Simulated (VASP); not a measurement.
A run of VASP 6.6.1 is set up as follows.

Contents of POSCAR:

```
PbF2
1.0
    4.0701244291      0.0000000000      0.0000000000
   -2.0350622146      3.5248311522      0.0000000000
    0.0000000000      0.0000000000      5.2309348019
Pb F
2 4
Direct
    0.3333333333      0.6666666667      0.2500000000
    0.6666666667      0.3333333333      0.7500000000
    0.0000000000      0.0000000000      0.0000000000
    0.0000000000      0.0000000000      0.5000000000
    0.3333333333      0.6666666667      0.7500000000
    0.6666666667      0.3333333333      0.2500000000
```

INCAR.step1

```
  PREC = Accurate
  ENCUT = 600
  ISMEAR = 0
  SIGMA = 0.01
  LREAL = F
  LASPH = T
  NELM = 100
  GGA = PE
  ALGO = Normal
  EDIFF = 1E-4
  LWAVE = T
  LCHARG = F
```

The input INCAR.step2:

```
  PREC = Accurate
  ENCUT = 600
  EDIFF = 1E-7
  ISMEAR = 0
  SIGMA = 0.01
  LREAL = F
  LASPH = T
  NELM = 100
  ALGO = Normal
  ISIF = 3
  LWAVE = F
  LCHARG = F
  METAGGA = R2SCAN
  LMIXTAU = T
  IBRION = 2
  NSW = 80
  EDIFFG = -0.003
  PSTRESS = 250.0
  ISTART = 1
```

File KPOINTS:

```
Automatic mesh
0
Gamma
  9 9 6
```

Potentials or basis: VASP PAW PBE potentials, release 64 (Pb_d, F).

Launch:

```bash
$ cat potpaw_PBE.64/Pb_d/POTCAR potpaw_PBE.64/F/POTCAR > POTCAR
$ cp INCAR.step1 INCAR
$ mpirun -np 1 vasp_std > vasp.out
$ cp INCAR.step2 INCAR
$ mpirun -np 1 vasp_std > vasp.out
```

**Question.** What does it give for the space group after relaxing (to 0.05 Å)?

**Answer.** P6_3/mmc (No. 194).

**Question.** Estimate the relaxed volume.

**Answer.** 12.17 Å³/atom.

**Question.** Predict the band gap on the k mesh.

**Answer.** 4.67 eV, indirect (least direct gap 4.85 eV).

The path:
```tsv
step	energy change (eV)	largest force (eV/Å)	pressure (GPa)	volume (Å³)
1	0.0000	0.0000	20.09	75.05
2	0.6501	0.0000	31.45	70.96
3	0.2682	0.0000	25.00	73.13
4	0.2741	0.0000	25.10	73.10
5	0.2816	0.0000	25.10	73.04
6	0.2873	0.0000	25.10	73.00
7	0.2870	0.0000	25.10	73.00
8	0.2738	0.0000	24.87	73.08
9	0.2813	0.0000	25.00	73.04
```

Caveat: the cell is relaxed towards a set pressure, so the enthalpy falls and the energy may rise; the PAW data sets were made with another functional, which shifts forces and pressure a little; spin-orbit coupling is left out, which moves the levels of the heavy elements. A k mesh can miss the band edges.
